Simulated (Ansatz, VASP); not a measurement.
## Two plane-wave programs on Mg

```
Mg
1.0
    -1.92120    1.92120    1.77305
     1.92120   -1.92120    1.77305
     1.92120    1.92120   -1.77305
Mg
1
Direct
  0.00000 0.00000 0.00000
```

Alike in both runs: task single point; functional PBE; k mesh 18 × 18 × 18; occupations gaussian, width 0.15 eV; no spin polarisation.

```csv
,VASP,Ansatz
version,VASP 6.6.1,Ansatz 0.2.0
potentials or method,"VASP PAW PBE potentials, release 64 (Mg), cutoff 520 eV","scalar-relativistic, plane waves, PAW"
valence electrons in the cell,2,10
```

VASP gave:

```
gap on the k mesh at the Fermi level (eV)                     : none
pressure (GPa)                                                : -3.6
traceless stress, the component that is largest in VASP (GPa) : -0.10
```

What did Ansatz give for the same quantities?

gap on the k mesh at the Fermi level (eV): none; pressure (GPa): -3.5; traceless stress, the component that is largest in VASP (GPa): -0.09.

A gap of «none» marks a metal or a gap that the smearing closes. The functional is the same, so the differences come from potentials, cutoffs and numerics. VASP's potentials hold 2 valence electrons a cell and Ansatz's 10, so a difference there can come from the potentials and not from the codes.
